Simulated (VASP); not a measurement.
# AgI (F-43m) in VASP: further runs

AgI is run at these levels: LDA; tasks: relaxation of cell and atoms.

Program: VASP 6.6.1. These are calculated values, not measurements. Logs are shortened: lines on timing, memory, paths and dates and some standing lists are left out, and cuts for length are marked.

## (1) The cell of the first run

Symmetry: F-43m, No. 216, cubic system. The conventional cell has a = 6.348 Å, b = 6.348 Å, c = 6.348 Å, α = 90.00°, β = 90.00°, γ = 90.00°. Within 3.6 Å of Ag (site symmetry -43m) lie 4 I at 2.75 Å. Within 3.6 Å of I (site symmetry -43m) lie 4 Ag at 2.75 Å.

## (2) Relaxation of cell and atoms, LDA, target pressure 4 GPa, at which the enthalpy is minimised

File INCAR:

```
PREC = Accurate
ENCUT = 500
EDIFF = 1E-7
ISMEAR = 0
SIGMA = 0.01
LREAL = False
LASPH = True
NELM = 120
ALGO = Normal
ISIF = 3
LWAVE = False
LCHARG = False
GGA = CA
IBRION = 2
NSW = 100
EDIFFG = -0.002
PSTRESS = 40.0
GGA_COMPAT = False
NELMIN = 4
```

File KPOINTS:

```
Automatic mesh
0
Gamma
  6 6 6
```

File POSCAR:

```
AgI
1.0
    0.0000000000      3.1739496883      3.1739496883
    3.1739496883      0.0000000000      3.1739496883
    3.1739496883      3.1739496883      0.0000000000
Ag I
1 1
Direct
    0.0000000000      0.0000000000      0.0000000000
    0.7500000000      0.7500000000      0.7500000000
```

Potentials or basis: VASP PAW LDA potentials, release 64 (Ag, I).

Run with:

```bash
$ cat potpaw_LDA.64/Ag/POTCAR potpaw_LDA.64/I/POTCAR > POTCAR
$ mpirun -np 1 vasp_std > vasp.out
```

OUTCAR:

```text
PREC = Accurate
   ENCUT = 500
   EDIFF = 1E-7
   ISMEAR = 0
   LREAL = False
   LASPH = True
   NELM = 120
   ISIF = 3
   GGA = CA
   IBRION = 2
   NSW = 100
   EDIFFG = -0.002
   PSTRESS = 40.0
   NELMIN = 4

 ion  position               nearest neighbor table
   1  0.000  0.000  0.000-   2 2.75   2 2.75   2 2.75   2 2.75
   2  0.750  0.750  0.750-   1 2.75   1 2.75   1 2.75   1 2.75

  LATTYP: Found a face centered cubic cell.
 ALAT       =     6.3478993766

  Lattice vectors:

 A1 = (   0.0000000000,   3.1739496883,   3.1739496883)
 A2 = (   3.1739496883,   0.0000000000,   3.1739496883)
 A3 = (   3.1739496883,   3.1739496883,   0.0000000000)

Analysis of symmetry for initial positions (statically):
=====================================================================
 Subroutine PRICEL returns:
 Original cell was already a primitive cell.

 Routine SETGRP: Setting up the symmetry group for a
 face centered cubic supercell.

 Subroutine GETGRP returns: Found 24 space group operations
 (whereof 24 operations were pure point group operations)
 out of a pool of 48 trial point group operations.

The static configuration has the point symmetry T_d .

Analysis of symmetry for dynamics (positions and initial velocities):
=====================================================================
 Subroutine PRICEL returns:
 Original cell was already a primitive cell.

 Routine SETGRP: Setting up the symmetry group for a
 face centered cubic supercell.

 Subroutine GETGRP returns: Found 24 space group operations
 (whereof 24 operations were pure point group operations)
 out of a pool of 48 trial point group operations.

The dynamic configuration has the point symmetry T_d .

 Subroutine INISYM returns: Found 24 space group operations
 (whereof 24 operations are pure point group operations),
 and found     1 'primitive' translations

----------------------------------------------------------------------------------------

                                     Primitive cell

  volume of cell :      63.9485

  direct lattice vectors                    reciprocal lattice vectors
     0.000000000  3.173949688  3.173949688    -0.157532428  0.157532428  0.157532428
     3.173949688  0.000000000  3.173949688     0.157532428 -0.157532428  0.157532428
     3.173949688  3.173949688  0.000000000     0.157532428  0.157532428 -0.157532428

  length of vectors
     4.488642695  4.488642695  4.488642695     0.272854169  0.272854169  0.272854169

  position of ions in fractional coordinates (direct lattice)
     0.000000000  0.000000000  0.000000000
     0.750000000  0.750000000  0.750000000

  ion indices of the primitive-cell ions
   primitive index   ion index
                 1           1
                 2           2

----------------------------------------------------------------------------------------

 KPOINTS: Automatic mesh

Automatic generation of k-mesh.
 Grid dimensions read from file:
 generate k-points for:    6    6    6

 Generating k-lattice:

  Cartesian coordinates                     Fractional coordinates (reciprocal lattice)
    -0.026255405  0.026255405  0.026255405     0.166666667  0.000000000  0.000000000
     0.026255405 -0.026255405  0.026255405     0.000000000  0.166666667  0.000000000
     0.026255405  0.026255405 -0.026255405     0.000000000  0.000000000  0.166666667

  Length of vectors
     0.045475695  0.045475695  0.045475695

  Shift w.r.t. Gamma in fractional coordinates (k-lattice)
     0.000000000  0.000000000  0.000000000

 Subroutine IBZKPT returns following result:
 ===========================================

 Found     16 irreducible k-points:

 Following reciprocal coordinates:
            Coordinates               Weight
  0.000000  0.000000  0.000000      1.000000
  0.166667  0.000000  0.000000      8.000000
  0.333333  0.000000  0.000000      8.000000
  0.500000  0.000000  0.000000      4.000000
  0.166667  0.166667  0.000000      6.000000
  0.333333  0.166667  0.000000     24.000000
[... 8 lines left out ...]
 -0.333333  0.333333  0.166667     24.000000
 -0.333333  0.500000  0.166667     12.000000
   k-points           NKPTS =     16   k-points in BZ     NKDIM =     16   number of bands    NBANDS=     13
   number of dos      NEDOS =    301   number of ions     NIONS =      2
   total plane-waves  NPLWV =  46656
   dimension x,y,z NGX =    36 NGY =   36 NGZ =   36
   dimension x,y,z NGXF=    72 NGYF=   72 NGZF=   72
   ions per type =               1   1
   NGX,Y,Z   is equivalent  to a cutoff of  13.33, 13.33, 13.33 a.u.
   NGXF,Y,Z  is equivalent  to a cutoff of  26.67, 26.67, 26.67 a.u.
 SYSTEM =  unknown system
   PREC   = accura    normal or accurate (medium, high low for compatibility)
   ISTART =      0    job   : 0-new  1-cont  2-samecut
   ICHARG =      2    charge: 1-file 2-atom 10-const
   ISPIN  =      1    spin polarized calculation?
   LNONCOLLINEAR =      F non collinear calculations
   LSORBIT =      F    spin-orbit coupling
   LASPH  =      T    aspherical Exc in radial PAW
   ENCUT  =  500.0 eV  36.75 Ry    6.06 a.u.   8.18  8.18  8.18*2*pi/ulx,y,z
   NELM   =    120;   NELMIN=  4; NELMDL= -5     # of ELM steps
   EDIFF  = 0.1E-06   stopping-criterion for ELM
   LREAL  =      F    real-space projection
   EDIFFG = -.2E-02   stopping-criterion for IOM
   NSW    =    100    number of steps for IOM
   IBRION =      2    ionic relax: 0-MD 1-quasi-New 2-CG
   NFREE  =      1    steps in history (QN), initial steepest desc. (CG)
   ISIF   =      3    stress and relaxation
   ISYM   =      2    0-nonsym 1-usesym 2-fastsym
   POTIM  = 0.5000    time-step for ionic-motion
   TEBEG  =    0.0;   TEEND  =   0.0 temperature during run
   PSTRESS=   40.0 pullay stress
   NELECT =      18.0000    total number of electrons
   NUPDOWN=      -1.0000    fix difference up-down
   EMIN   =  10.00;   EMAX   =-10.00  energy-range for DOS
   EFERMI =   0.00;   METHOD = LEGACY
   ISMEAR =     0;   SIGMA  =   0.01  broadening in eV -4-tet -1-fermi 0-gaus
   EFERMI_NEDOS =   21; number of points for ismear=-14 and -15
   IALGO  =     38    algorithm
   IMIX   =      4    mixing-type and parameters
     AMIX     =   0.40;   BMIX     =  1.00
     AMIX_MAG =   1.60;   BMIX_MAG =  1.00
  volume/ion in A,a.u.               =      31.97       215.77
  Fermi-wavevector in a.u.,A,eV,Ry     =   1.072891  2.027470 15.661602  1.151095
  Thomas-Fermi vector in A             =   2.208674
   LORBIT       =      0    0 simple, 1 ext, 2 COOP (PROOUT), +10 PAW based schemes
   GGA     = CA    functional components
   LHFCALC =     F    Hartree Fock is set to
   AEXX    =    0.0000 exact exchange contribution
   IVDW    =     0    specifies the selected vdW correction
   LEPSILON=     F    determine dielectric tensor
   LRPA    =     F    only Hartree local field effects (RPA)
 conjugate gradient relaxation of ions
 non-spin polarized calculation
 Gauss-broadening in eV      SIGMA  =   0.01
  energy-cutoff  :      500.00
  volume of cell :       63.95
 maximum number of plane-waves:      1640
 NGX is ok and might be reduce to    36
   NGX = 17   NGY = 17   NGZ = 17

--------------------------------------- Ionic step        1  -------------------------------------------

 number of electron      18.0000002 magnetization

 Free energy of the ion-electron system (eV)
  ---------------------------------------------------
  ext. energy  EPLUGINS =         0.00000000
  ---------------------------------------------------
  free energy    TOTEN  =        -6.12168285 eV

  energy without entropy =       -6.12168285  energy(sigma->0) =       -6.12168285

------------------------ aborting loop because EDIFF is reached ----------------------------------------

  FORCE on cell =-STRESS in cart. coord.  units (eV):
  Direction    XX          YY          ZZ          XY          YZ          ZX
  --------------------------------------------------------------------------------------
  -------------------------------------------------------------------------------------
  Total        0.0127568      0.0127568      0.0127568      0.0000000     -0.0000000      0.0000000
  in kB        0.3196121      0.3196121      0.3196121      0.0000000     -0.0000000      0.0000000
  external PRESSURE =     -39.6803879 kB  Pullay stress =      40.0000000 kB
[... 23 lines left out ...]
  enthalpy is  TOTEN    =        -4.5251438929 eV   P V=        1.5965389542

--------------------------------------- Ionic step        2  -------------------------------------------

 number of electron      17.9999999 magnetization

 E-fermi :   5.3548     XC(G=0):  -9.7006

 val. band max:        5.2453611248   @ k =   0.0000   0.0000   0.0000
 cond. band min:       6.3596189021   @ k =   0.0000   0.0000   0.0000
 fundamental gap:      1.1142577772
 Fermi energy:         5.3548357473

 k-point     1 :       0.0000    0.0000    0.0000
  band No.  band energies     occupation
      1      -8.7994      2.00000
      2      -0.2997      2.00000
      3      -0.2997      2.00000
      4      -0.2997      2.00000
      5       1.1432      2.00000
      6       1.1432      2.00000
      7       5.2454      2.00000
      8       5.2454      2.00000
      9       5.2454      2.00000
     10       6.3596      0.00000
     11      10.5159      0.00000
     12      10.5159      0.00000
     13      10.5159      0.00000
[... 273 lines left out ...]
  enthalpy is  TOTEN    =        -4.5717733825 eV   P V=        1.4204628277

--------------------------------------- Ionic step        3  -------------------------------------------

 number of electron      17.9999999 magnetization

 Free energy of the ion-electron system (eV)
  ---------------------------------------------------
  ext. energy  EPLUGINS =         0.00000000
  ---------------------------------------------------
  free energy    TOTEN  =        -6.06604687 eV

  energy without entropy =       -6.06604687  energy(sigma->0) =       -6.06604687

 E-fermi :   4.7773     XC(G=0):  -9.5192

 val. band max:        4.7148697090   @ k =   0.0000   0.0000   0.0000
 cond. band min:       5.8199403520   @ k =   0.0000   0.0000   0.0000
 fundamental gap:      1.1050706429
 Fermi energy:         4.7772537905

 k-point     1 :       0.0000    0.0000    0.0000
  band No.  band energies     occupation
      1      -9.0542      2.00000
      2      -0.5325      2.00000
      3      -0.5325      2.00000
      4      -0.5325      2.00000
      5       0.8464      2.00000
      6       0.8464      2.00000
      7       4.7149      2.00000
      8       4.7149      2.00000
      9       4.7149      2.00000
     10       5.8199      0.00000
     11      10.0697      0.00000
     12      10.0697      0.00000
     13      10.0697      0.00000
[... 267 lines left out ...]
  FREE ENERGIE OF THE ION-ELECTRON SYSTEM (eV)
  ---------------------------------------------------
  free  energy   TOTEN  =        -6.0660468654 eV

  energy  without entropy=       -6.0660468654  energy(sigma->0) =       -6.06604687

  enthalpy is  TOTEN    =        -4.5893604712 eV   P V=        1.4766863943

 reached required accuracy - stopping structural energy minimisation
```

Wall time 27 s (1 thread of Intel Xeon Platinum 8375C at 2.90GHz (Ice Lake), shared host); peak memory 0.17 GiB.

What came out:

```
Free energy                                            : -6.0660 eV
Relaxed volume                                         : 29.57 Å³/atom
Relaxed cell                                           : a = 4.373 Å, b = 4.373 Å, c = 4.373 Å, α = 60.00°, β = 60.00°, γ = 60.00°
Space group after relaxing (to 0.05 Å)                 : F-43m (No. 216)
Energy change on relaxing (the enthalpy is what falls) : +27.8 meV/atom
Ionic steps                                            : 3
Pressure after relaxing                                : 4.0 GPa
Band gap on the k mesh                                 : 1.10 eV, direct
```

The path:
```
step  energy change (eV)  largest force (eV/Å)  pressure (GPa)  volume (Å³)
   1              0.0000                0.0000            0.03        63.95
   2              0.1294                0.0000            6.60        56.90
   3              0.0556                0.0000            3.99        59.15
```

Final structure:
```yaml
crystal:
  lattice:
    - [0.00000, 3.09245, 3.09245]
    - [3.09245, 0.00000, 3.09245]
    - [3.09245, 3.09245, 0.00000]
  atoms:
    - { symbol: Ag, position: [0.00000, 0.00000, 0.00000] }
    - { symbol: I, position: [0.75000, 0.75000, 0.75000] }
```

Caveat: the cell is relaxed towards a set pressure, so the enthalpy falls and the energy may rise; spin-orbit coupling is left out, which moves the levels of the heavy elements.

(Continued in part 2 of 2.)
